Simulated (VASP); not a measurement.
# NbSnH2 (P4/mmm) in VASP: single point with PBE

Aim: the single point of NbSnH2 with PBE.

All numbers are computed with VASP 6.6.1; they aren't measurements. Logs are shortened: lines on timing, memory, paths and dates and some standing lists are left out, and cuts for length are marked.

## (1) The cell of the first run

Symmetry: P4/mmm, No. 123, tetragonal system. The conventional cell has a = 4.106 Å, b = 4.106 Å, c = 2.903 Å, α = 90.00°, β = 90.00°, γ = 90.00°. Within 3.3 Å of Nb (site symmetry 4/mmm) lie 8 H at 2.51 Å and 4 Sn at 2.90 Å and 2 Nb at 2.90 Å. Within 3.3 Å of Sn (site symmetry 4/mmm) lie 8 H at 2.51 Å and 4 Nb at 2.90 Å and 2 Sn at 2.90 Å. H (site symmetry mmm) has 4 Nb at 2.51 Å and 4 Sn at 2.51 Å and 6 H at 2.90 Å within 3.3 Å.

## (2) Single point, PBE

Input file INCAR:

```
  ALGO = Normal
  EDIFF = 1E-6
  ENCUT = 520
  GGA = PE
  ISIF = 2
  ISMEAR = 0
  LASPH = T
  LCHARG = F
  LREAL = F
  LWAVE = F
  NBANDS = 22
  NELM = 80
  PREC = Accurate
  SIGMA = 0.1
```

Input file KPOINTS:

```
k-points
0
Gamma
  4 4 6
```

Input file POSCAR:

```
NbSnH2
1.0
    4.1058252900      0.0000000000      0.0000000000
    0.0000000000      4.1058252900      0.0000000000
    0.0000000000      0.0000000000      2.9032569100
Nb Sn H
1 1 2
Direct
    0.0000000000      0.0000000000      0.0000000000
    0.5000000000      0.5000000000      0.0000000000
    0.5000000000      0.0000000000      0.5000000000
    0.0000000000      0.5000000000      0.5000000000
```

Potentials or basis: VASP PAW PBE potentials, release 64 (Nb_sv, Sn_d, H).

Started as:

```
cat potpaw_PBE.64/Nb_sv/POTCAR potpaw_PBE.64/Sn_d/POTCAR potpaw_PBE.64/H/POTCAR > POTCAR
mpirun -np 1 vasp_std > vasp.out
```

OUTCAR:

```text
EDIFF = 1E-6
   ENCUT = 520
   GGA = PE
   ISIF = 2
   ISMEAR = 0
   LASPH = T
   LREAL = F
   NELM = 80
   PREC = Accurate

 ion  position               nearest neighbor table
   1  0.000  0.000  0.000-   2 2.90   2 2.90   2 2.90   2 2.90
   2  0.500  0.500  0.000-   1 2.90   1 2.90   1 2.90   1 2.90
   3  0.500  0.000  0.500-
   4  0.000  0.500  0.500-

  LATTYP: Found a simple tetragonal cell.
 ALAT       =     4.1058252900
 C/A-ratio  =     0.7071067824

  Lattice vectors:

 A1 = (   4.1058252900,   0.0000000000,   0.0000000000)
 A2 = (   0.0000000000,   4.1058252900,   0.0000000000)
 A3 = (   0.0000000000,   0.0000000000,   2.9032569100)

Analysis of symmetry for initial positions (statically):
=====================================================================
 Subroutine PRICEL returns:
 Original cell was already a primitive cell.

 Routine SETGRP: Setting up the symmetry group for a
 simple tetragonal supercell.

 Subroutine GETGRP returns: Found 16 space group operations
 (whereof 16 operations were pure point group operations)
 out of a pool of 16 trial point group operations.

The static configuration has the point symmetry D_4h.

Analysis of symmetry for dynamics (positions and initial velocities):
=====================================================================
 Subroutine PRICEL returns:
 Original cell was already a primitive cell.

 Routine SETGRP: Setting up the symmetry group for a
 simple tetragonal supercell.

 Subroutine GETGRP returns: Found 16 space group operations
 (whereof 16 operations were pure point group operations)
 out of a pool of 16 trial point group operations.

The dynamic configuration has the point symmetry D_4h.

 Subroutine INISYM returns: Found 16 space group operations
 (whereof 16 operations are pure point group operations),
 and found     1 'primitive' translations

----------------------------------------------------------------------------------------

                                     Primitive cell

  volume of cell :      48.9425

  direct lattice vectors                    reciprocal lattice vectors
     4.105825290  0.000000000  0.000000000     0.243556394  0.000000000  0.000000000
     0.000000000  4.105825290  0.000000000     0.000000000  0.243556394  0.000000000
     0.000000000  0.000000000  2.903256910     0.000000000  0.000000000  0.344440754

  length of vectors
     4.105825290  4.105825290  2.903256910     0.243556394  0.243556394  0.344440754

  position of ions in fractional coordinates (direct lattice)
     0.000000000  0.000000000  0.000000000
     0.500000000  0.500000000  0.000000000
     0.500000000  0.000000000  0.500000000
     0.000000000  0.500000000  0.500000000

  ion indices of the primitive-cell ions
   primitive index   ion index
                 1           1
                 2           2
                 3           3
                 4           4

----------------------------------------------------------------------------------------

 KPOINTS: k-points

Automatic generation of k-mesh.
 Grid dimensions read from file:
 generate k-points for:    4    4    6

 Generating k-lattice:

  Cartesian coordinates                     Fractional coordinates (reciprocal lattice)
     0.060889098  0.000000000  0.000000000     0.250000000  0.000000000  0.000000000
     0.000000000  0.060889098  0.000000000     0.000000000  0.250000000  0.000000000
     0.000000000  0.000000000  0.057406792     0.000000000  0.000000000  0.166666667

  Length of vectors
     0.060889098  0.060889098  0.057406792

  Shift w.r.t. Gamma in fractional coordinates (k-lattice)
     0.000000000  0.000000000  0.000000000

 Subroutine IBZKPT returns following result:
 ===========================================

 Found     24 irreducible k-points:

 Following reciprocal coordinates:
            Coordinates               Weight
  0.000000  0.000000  0.000000      1.000000
  0.250000  0.000000  0.000000      4.000000
  0.500000  0.000000  0.000000      2.000000
  0.250000  0.250000  0.000000      4.000000
  0.500000  0.250000  0.000000      4.000000
  0.500000  0.500000  0.000000      1.000000
[... 16 lines left out ...]
  0.500000  0.250000  0.500000      4.000000
  0.500000  0.500000  0.500000      1.000000
   k-points           NKPTS =     24   k-points in BZ     NKDIM =     24   number of bands    NBANDS=     22
   number of dos      NEDOS =    301   number of ions     NIONS =      4
   total plane-waves  NPLWV =  24576
   dimension x,y,z NGX =    32 NGY =   32 NGZ =   24
   dimension x,y,z NGXF=    64 NGYF=   64 NGZF=   48
   ions per type =               1   1   2
   NGX,Y,Z   is equivalent  to a cutoff of  12.96, 12.96, 13.74 a.u.
   NGXF,Y,Z  is equivalent  to a cutoff of  25.91, 25.91, 27.49 a.u.
 SYSTEM =  unknown system
   PREC   = accura    normal or accurate (medium, high low for compatibility)
   ISTART =      0    job   : 0-new  1-cont  2-samecut
   ICHARG =      2    charge: 1-file 2-atom 10-const
   ISPIN  =      1    spin polarized calculation?
   LNONCOLLINEAR =      F non collinear calculations
   LSORBIT =      F    spin-orbit coupling
   LASPH  =      T    aspherical Exc in radial PAW
   ENCUT  =  520.0 eV  38.22 Ry    6.18 a.u.   7.63  7.63  5.40*2*pi/ulx,y,z
   NELM   =     80;   NELMIN=  2; NELMDL= -5     # of ELM steps
   EDIFF  = 0.1E-05   stopping-criterion for ELM
   LREAL  =      F    real-space projection
   EDIFFG = 0.1E-04   stopping-criterion for IOM
   NSW    =      0    number of steps for IOM
   IBRION =     -1    ionic relax: 0-MD 1-quasi-New 2-CG
   NFREE  =      0    steps in history (QN), initial steepest desc. (CG)
   ISIF   =      2    stress and relaxation
   ISYM   =      2    0-nonsym 1-usesym 2-fastsym
   POTIM  = 0.5000    time-step for ionic-motion
   TEBEG  =    0.0;   TEEND  =   0.0 temperature during run
   PSTRESS=    0.0 pullay stress
   NELECT =      29.0000    total number of electrons
   NUPDOWN=      -1.0000    fix difference up-down
   EMIN   =  10.00;   EMAX   =-10.00  energy-range for DOS
   EFERMI =   0.00;   METHOD = LEGACY
   ISMEAR =     0;   SIGMA  =   0.10  broadening in eV -4-tet -1-fermi 0-gaus
   EFERMI_NEDOS =   21; number of points for ismear=-14 and -15
   IALGO  =     38    algorithm
   IMIX   =      4    mixing-type and parameters
     AMIX     =   0.40;   BMIX     =  1.00
     AMIX_MAG =   1.60;   BMIX_MAG =  1.00
  volume/ion in A,a.u.               =      12.24        82.57
  Fermi-wavevector in a.u.,A,eV,Ry     =   1.375030  2.598429 25.724620  1.890706
  Thomas-Fermi vector in A             =   2.500402
   LORBIT       =      0    0 simple, 1 ext, 2 COOP (PROOUT), +10 PAW based schemes
   GGA     = PE    functional components
   LHFCALC =     F    Hartree Fock is set to
   AEXX    =    0.0000 exact exchange contribution
   IVDW    =     0    specifies the selected vdW correction
   LEPSILON=     F    determine dielectric tensor
   LRPA    =     F    only Hartree local field effects (RPA)
 non-spin polarized calculation
 Gauss-broadening in eV      SIGMA  =   0.10
  energy-cutoff  :      520.00
  volume of cell :       48.94
 maximum number of plane-waves:      1347
 NGX is ok and might be reduce to    32
   NGX = 15   NGY = 15   NGZ = 11

 number of electron      28.9999996 magnetization

 Free energy of the ion-electron system (eV)
  ---------------------------------------------------
  ext. energy  EPLUGINS =         0.00000000
  ---------------------------------------------------
  free energy    TOTEN  =       -17.84845917 eV

  energy without entropy =      -17.83208131  energy(sigma->0) =      -17.84027024

 E-fermi :   9.5358     XC(G=0): -11.4779

 val. band max:        9.4610263566   @ k =   0.5000   0.0000   0.5000
 cond. band min:       9.5444267110   @ k =   0.5000   0.0000   0.0000
 fundamental gap:      0.0834003544
 Fermi energy:         9.5357741912

 k-point     1 :       0.0000    0.0000    0.0000
  band No.  band energies     occupation
      1     -45.9065      2.00000
      2     -22.0599      2.00000
      3     -22.0599      2.00000
      4     -21.3792      2.00000
      5     -12.3510      2.00000
      6     -11.9720      2.00000
[... 14 lines left out ...]
     21      16.4362      0.00000
     22      18.2939      0.00000

 k-point     2 :       0.2500    0.0000    0.0000
  band No.  band energies     occupation
      1     -45.9059      2.00000
      2     -22.0791      2.00000
      3     -22.0622      2.00000
      4     -21.3787      2.00000
      5     -12.3451      2.00000
      6     -11.9553      2.00000
[... 14 lines left out ...]
     21      17.0716      0.00000
     22      17.3726      0.00000

 k-point     3 :       0.5000    0.0000    0.0000
  band No.  band energies     occupation
      1     -45.9053      2.00000
      2     -22.0982      2.00000
      3     -22.0644      2.00000
      4     -21.3782      2.00000
      5     -12.3393      2.00000
      6     -11.9386      2.00000
[... 14 lines left out ...]
     21      18.8293      0.00000
     22      19.0661      0.00000

 k-point     4 :       0.2500    0.2500    0.0000
  band No.  band energies     occupation
      1     -45.9054      2.00000
      2     -22.0812      2.00000
      3     -22.0748      2.00000
      4     -21.3780      2.00000
      5     -12.3433      2.00000
      6     -11.9560      2.00000
[... 14 lines left out ...]
     21      17.9314      0.00000
     22      18.7842      0.00000

 k-point     5 :       0.5000    0.2500    0.0000
  band No.  band energies     occupation
      1     -45.9049      2.00000
      2     -22.0937      2.00000
      3     -22.0769      2.00000
      4     -21.3774      2.00000
      5     -12.3413      2.00000
      6     -11.9569      2.00000
[... 417 lines left out ...]
 k-point    22 :       0.2500    0.2500    0.5000
  band No.  band energies     occupation
      1     -45.8206      2.00000
      2     -22.1526      2.00000
      3     -21.9888      2.00000
      4     -21.9828      2.00000
      5     -12.0897      2.00000
      6     -12.0871      2.00000
[... 14 lines left out ...]
     21      16.6466      0.00000
     22      19.1696      0.00000

 k-point    23 :       0.5000    0.2500    0.5000
  band No.  band energies     occupation
      1     -45.8202      2.00000
      2     -22.1503      2.00000
      3     -21.9978      2.00000
      4     -21.9850      2.00000
      5     -12.0972      2.00000
      6     -12.0888      2.00000
[... 14 lines left out ...]
     21      14.8481      0.00000
     22      18.2959      0.00000

 k-point    24 :       0.5000    0.5000    0.5000
  band No.  band energies     occupation
      1     -45.8198      2.00000
      2     -22.1477      2.00000
      3     -21.9939      2.00000
      4     -21.9938      2.00000
      5     -12.0990      2.00000
      6     -12.0990      2.00000
[... 14 lines left out ...]
     21      12.8527      0.00000
     22      17.9512      0.00000

------------------------ aborting loop because EDIFF is reached ----------------------------------------

  FORCE on cell =-STRESS in cart. coord.  units (eV):
  Direction    XX          YY          ZZ          XY          YZ          ZX
  --------------------------------------------------------------------------------------
  -------------------------------------------------------------------------------------
  Total       -1.4103086     -1.4103086      2.7249104      0.0000000      0.0000000     -0.0000000
  in kB      -46.1677106    -46.1677106     89.2023747      0.0000000      0.0000000     -0.0000000
  external PRESSURE =      -1.0443488 kB  Pullay stress =       0.0000000 kB

 VOLUME and BASIS-vectors are now :
 -----------------------------------------------------------------------------
  energy-cutoff  :      520.00
  volume of cell :       48.94
      direct lattice vectors                 reciprocal lattice vectors
     4.105825290  0.000000000  0.000000000     0.243556394  0.000000000  0.000000000
     0.000000000  4.105825290  0.000000000     0.000000000  0.243556394  0.000000000
     0.000000000  0.000000000  2.903256910     0.000000000  0.000000000  0.344440754

 POSITION                                       TOTAL-FORCE (eV/Angst)
 -----------------------------------------------------------------------------------
      0.00000      0.00000      0.00000         0.000000      0.000000      0.000000
      2.05291      2.05291      0.00000         0.000000      0.000000      0.000000
      2.05291      0.00000      1.45163         0.000000      0.000000      0.000000
      0.00000      2.05291      1.45163         0.000000      0.000000      0.000000
 -----------------------------------------------------------------------------------
    total drift:                                0.000000     -0.000000     -0.000000

  FREE ENERGIE OF THE ION-ELECTRON SYSTEM (eV)
  ---------------------------------------------------
  free  energy   TOTEN  =       -17.8484591664 eV

  energy  without entropy=      -17.8320813133  energy(sigma->0) =      -17.84027024
```

It took 9.9 s on 1 thread of Intel Xeon 6975P-C (Granite Rapids), shared host; peak memory 0.18 GiB.

Results:

| Item | Value |
| --- | --- |
| Free energy | -17.8485 eV |
| Pressure | -0.1 GPa |

Stress tensor (GPa, compression positive):
```
-4.62  0.00  0.00
 0.00 -4.62  0.00
 0.00  0.00  8.92
```

Levels at points of the mesh, in eV from the Fermi level:
| k point | band 12 | band 13 | band 14 | band 15 | band 16 | band 17 | band 18 | band 19 |
| --- | --- | --- | --- | --- | --- | --- | --- | --- |
| (0.00, 0.00, 0.00) | -3.00 | -1.11 | -1.11 | -0.36 | 0.77 | 2.15 | 2.15 | 3.56 |
| (0.50, 0.00, 0.00) | -3.23 | -2.39 | -1.68 | 0.01 | 1.56 | 2.15 | 4.68 | 5.00 |
| (0.50, 0.50, 0.00) | -6.76 | -2.85 | 0.47 | 0.50 | 1.78 | 1.83 | 1.83 | 5.70 |
| (0.00, 0.00, 0.50) | -2.38 | -1.63 | -1.63 | -1.13 | 0.36 | 2.35 | 2.46 | 2.46 |
| (0.50, 0.00, 0.50) | -4.02 | -3.32 | -1.58 | -1.47 | -0.07 | 0.97 | 3.04 | 5.81 |
| (0.50, 0.50, 0.50) | -5.33 | -3.35 | -0.79 | -0.79 | 1.12 | 1.73 | 2.87 | 2.87 |

Caveat: the k points lie up to 0.38 Å⁻¹ apart; spin-orbit coupling is left out, which moves the levels of the heavy elements.
